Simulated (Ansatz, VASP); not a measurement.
## BaTe in VASP and in Ansatz

```
Ba Te
1.0
     0.00000    3.53239    3.44054
     3.53239    0.00000    3.44054
     3.53239    3.53239    0.00000
Ba Te
1 1
Direct
  0.00000 0.00000 0.00000
  0.50000 0.50000 0.50000
```

Change from the starting cell: uniaxial_z strain -2.6%.

Alike in both runs: task single point; functional r2SCAN; k mesh 6 × 6 × 6; no spin polarisation.

|  | VASP | Ansatz |
| --- | --- | --- |
| version | VASP 6.6.1 | Ansatz 0.2.0 |
| potentials or method | VASP PAW PBE potentials, release 64 (Ba_sv, Te) | plane waves, PAW |
| plane-wave cutoff (eV) | 550 | 500 |
| occupations | gaussian, width 0.01 eV | fixed |
| valence electrons in the cell | 16 | 26 |

|  | VASP | Ansatz | Ansatz less VASP |
| --- | --- | --- | --- |
| gap on the k mesh at the Fermi level (eV) | 1.82 | 1.90 | +0.081 |
| pressure (GPa) | 1.2 | 0.9 | -0.35 |
| traceless stress, the component that is largest in VASP (GPa) | 1.39 | 1.32 | -0.073 |

VASP's potentials were made for PBE, not for r2SCAN. VASP's potentials hold 16 valence electrons a cell and Ansatz's 26, so a difference there can come from the potentials and not from the codes.

Neither program's run includes spin-orbit coupling.
